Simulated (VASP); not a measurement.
# GaN (F-43m) in VASP: single point with LDA

Aim: the single point of GaN with LDA.

Everything below comes from runs of VASP 6.6.1. Logs are shortened: lines on timing, memory, paths and dates and some standing lists are left out, and cuts for length are marked.

### 1 The cell of the first run

It takes space group F-43m (No. 216, cubic). Conventional cell: a = 4.455 Å, b = 4.455 Å, c = 4.455 Å, α = 90.00°, β = 90.00°, γ = 90.00°. Within 2.6 Å of Ga (site symmetry -43m) lie 4 N at 1.93 Å. Within 2.6 Å of N (site symmetry -43m) lie 4 Ga at 1.93 Å.

### 2 Single point, LDA (volume scaled by 1.000 of the coarse rest volume)

Input file INCAR:

```
SYSTEM = GaN
PREC = Accurate ; ENCUT = 600
EDIFF = 1E-6 ; ISMEAR = 0
SIGMA = 0.02 ; LREAL = .False.
LASPH = .True. ; NELM = 120
ALGO = Normal ; ISIF = 2
LWAVE = .False. ; LCHARG = .False.
GGA = CA ; NBANDS = 16
GGA_COMPAT = .False.
```

Input file KPOINTS:

```
regular mesh
0
Gamma
  10 10 10
  0 0 0
```

Input file POSCAR:

```
GaN
1.0
    0.0000000000      2.2275000000      2.2275000000
    2.2275000000      0.0000000000      2.2275000000
    2.2275000000      2.2275000000      0.0000000000
Ga N
1 1
Direct
    0.0000000000      0.0000000000      0.0000000000
    0.2500000000      0.2500000000      0.2500000000
```

Potentials or basis: VASP PAW LDA potentials, release 64 (Ga_d, N).

Started as:

```bash
cat potpaw_LDA.64/Ga_d/POTCAR potpaw_LDA.64/N/POTCAR > POTCAR
mpirun -np 1 vasp_std > vasp.out
```

OUTCAR:

```text
SYSTEM = GaN
   PREC = Accurate
   ENCUT = 600
   EDIFF = 1E-6
   ISMEAR = 0
   LREAL = .False.
   LASPH = .True.
   NELM = 120
   ISIF = 2
   GGA = CA

 ion  position               nearest neighbor table
   1  0.000  0.000  0.000-   2 1.93   2 1.93   2 1.93   2 1.93
   2  0.250  0.250  0.250-   1 1.93   1 1.93   1 1.93   1 1.93

  LATTYP: Found a face centered cubic cell.
 ALAT       =     4.4550000000

  Lattice vectors:

 A1 = (   0.0000000000,   2.2275000000,   2.2275000000)
 A2 = (   2.2275000000,   0.0000000000,   2.2275000000)
 A3 = (   2.2275000000,   2.2275000000,   0.0000000000)

Analysis of symmetry for initial positions (statically):
=====================================================================
 Subroutine PRICEL returns:
 Original cell was already a primitive cell.

 Routine SETGRP: Setting up the symmetry group for a
 face centered cubic supercell.

 Subroutine GETGRP returns: Found 24 space group operations
 (whereof 24 operations were pure point group operations)
 out of a pool of 48 trial point group operations.

The static configuration has the point symmetry T_d .

Analysis of symmetry for dynamics (positions and initial velocities):
=====================================================================
 Subroutine PRICEL returns:
 Original cell was already a primitive cell.

 Routine SETGRP: Setting up the symmetry group for a
 face centered cubic supercell.

 Subroutine GETGRP returns: Found 24 space group operations
 (whereof 24 operations were pure point group operations)
 out of a pool of 48 trial point group operations.

The dynamic configuration has the point symmetry T_d .

 Subroutine INISYM returns: Found 24 space group operations
 (whereof 24 operations are pure point group operations),
 and found     1 'primitive' translations

----------------------------------------------------------------------------------------

                                     Primitive cell

  volume of cell :      22.1046

  direct lattice vectors                    reciprocal lattice vectors
     0.000000000  2.227500000  2.227500000    -0.224466891  0.224466891  0.224466891
     2.227500000  0.000000000  2.227500000     0.224466891 -0.224466891  0.224466891
     2.227500000  2.227500000  0.000000000     0.224466891  0.224466891 -0.224466891

  length of vectors
     3.150160710  3.150160710  3.150160710     0.388788060  0.388788060  0.388788060

  position of ions in fractional coordinates (direct lattice)
[... 79 lines left out ...]
   EDIFF  = 0.1E-05   stopping-criterion for ELM
   LREAL  =      F    real-space projection
   EDIFFG = 0.1E-04   stopping-criterion for IOM
   NSW    =      0    number of steps for IOM
   IBRION =     -1    ionic relax: 0-MD 1-quasi-New 2-CG
   NFREE  =      0    steps in history (QN), initial steepest desc. (CG)
   ISIF   =      2    stress and relaxation
   ISYM   =      2    0-nonsym 1-usesym 2-fastsym
   POTIM  = 0.5000    time-step for ionic-motion
   TEBEG  =    0.0;   TEEND  =   0.0 temperature during run
   PSTRESS=    0.0 pullay stress
   NELECT =      18.0000    total number of electrons
   NUPDOWN=      -1.0000    fix difference up-down
   EMIN   =  10.00;   EMAX   =-10.00  energy-range for DOS
   EFERMI =   0.00;   METHOD = LEGACY
   ISMEAR =     0;   SIGMA  =   0.02  broadening in eV -4-tet -1-fermi 0-gaus
   EFERMI_NEDOS =   21; number of points for ismear=-14 and -15
   IALGO  =     38    algorithm
   IMIX   =      4    mixing-type and parameters
     AMIX     =   0.40;   BMIX     =  1.00
     AMIX_MAG =   1.60;   BMIX_MAG =  1.00
  volume/ion in A,a.u.               =      11.05        74.58
  Fermi-wavevector in a.u.,A,eV,Ry     =   1.528755  2.888928 31.798074  2.337093
  Thomas-Fermi vector in A             =   2.636470
   LORBIT       =      0    0 simple, 1 ext, 2 COOP (PROOUT), +10 PAW based schemes
   GGA     = CA    functional components
   LHFCALC =     F    Hartree Fock is set to
   AEXX    =    0.0000 exact exchange contribution
   IVDW    =     0    specifies the selected vdW correction
   LEPSILON=     F    determine dielectric tensor
   LRPA    =     F    only Hartree local field effects (RPA)
 non-spin polarized calculation
 Gauss-broadening in eV      SIGMA  =   0.02
  energy-cutoff  :      600.00
  volume of cell :       22.10
 maximum number of plane-waves:       754
 NGX is ok and might be reduce to    28
   NGX = 13   NGY = 13   NGZ = 13

 number of electron      18.0000001 magnetization

 Free energy of the ion-electron system (eV)
  ---------------------------------------------------
  ext. energy  EPLUGINS =         0.00000000
  ---------------------------------------------------
  free energy    TOTEN  =       -13.94406010 eV

  energy without entropy =      -13.94406010  energy(sigma->0) =      -13.94406010

 E-fermi :   5.6277     XC(G=0): -12.3052

 val. band max:        5.4221198368   @ k =   0.0000   0.0000   0.0000
 cond. band min:       7.3958375025   @ k =   0.0000   0.0000   0.0000
 fundamental gap:      1.9737176657
 Fermi energy:         5.6277102093

 k-point     1 :       0.0000    0.0000    0.0000
  band No.  band energies     occupation
      1     -10.6883      2.00000
      2      -8.1692      2.00000
      3      -8.1692      2.00000
      4      -8.1692      2.00000
      5      -7.8146      2.00000
      6      -7.8146      2.00000
[... 433 lines left out ...]
      3      -7.9219      2.00000
      4      -7.9206      2.00000
      5      -7.7477      2.00000
      6      -6.8233      2.00000
[... 8 lines left out ...]
     15      28.1267      0.00000
     16      28.1620      0.00000

 [... further k-points ...]

------------------------ aborting loop because EDIFF is reached ----------------------------------------

  FORCE on cell =-STRESS in cart. coord.  units (eV):
  Direction    XX          YY          ZZ          XY          YZ          ZX
  --------------------------------------------------------------------------------------
  -------------------------------------------------------------------------------------
  Total        0.1478265      0.1478265      0.1478265      0.0000000      0.0000000     -0.0000000
  in kB       10.7146943     10.7146943     10.7146943      0.0000000      0.0000000     -0.0000000
  external PRESSURE =      10.7146943 kB  Pullay stress =       0.0000000 kB

 VOLUME and BASIS-vectors are now :
 -----------------------------------------------------------------------------
  energy-cutoff  :      600.00
  volume of cell :       22.10
      direct lattice vectors                 reciprocal lattice vectors
     0.000000000  2.227500000  2.227500000    -0.224466891  0.224466891  0.224466891
     2.227500000  0.000000000  2.227500000     0.224466891 -0.224466891  0.224466891
     2.227500000  2.227500000  0.000000000     0.224466891  0.224466891 -0.224466891

 POSITION                                       TOTAL-FORCE (eV/Angst)
 -----------------------------------------------------------------------------------
      0.00000      0.00000      0.00000        -0.000000     -0.000000     -0.000000
      1.11375      1.11375      1.11375         0.000000      0.000000      0.000000
 -----------------------------------------------------------------------------------
    total drift:                               -0.000000     -0.000000      0.000000

  FREE ENERGIE OF THE ION-ELECTRON SYSTEM (eV)
  ---------------------------------------------------
  free  energy   TOTEN  =       -13.9440601016 eV

  energy  without entropy=      -13.9440601016  energy(sigma->0) =      -13.94406010
```

stdout:

```text
POSCAR found type information on POSCAR GaN
 POSCAR found :  2 types and       2 ions
 scaLAPACK will be used
 LDA part: xc-table for (Slater(with rela. corr.)+CA(PZ))
 , standard interpolation
 POSCAR, INCAR and KPOINTS ok, starting setup
 FFT: planning ... GRIDC
 FFT: planning ... GRID_SOFT
 FFT: planning ... GRID
 WAVECAR not read
 entering main loop
```

Run time: 22 s. Hardware: 1 thread of Intel Xeon 6975P-C, shared host; peak memory 0.15 GiB.

What came out:

| Quantity | Value |
| --- | --- |
| Free energy | -13.9441 eV |
| Pressure | 1.1 GPa |
| Band gap on the k mesh | 1.97 eV, direct |

Levels at points of the mesh, in eV from the valence-band top:
```tsv
k point	band 6	band 7	band 8	band 9	band 10	band 11	band 12	band 13
(0.00, 0.00, 0.00)	-13.24	0.00	0.00	0.00	1.97	10.33	10.33	10.33
(0.50, 0.00, 0.00)	-11.86	-7.35	-1.02	-1.02	4.78	8.77	10.38	10.38
(0.50, 0.50, 0.00)	-11.39	-6.35	-2.86	-2.86	3.26	6.69	11.75	14.12
```
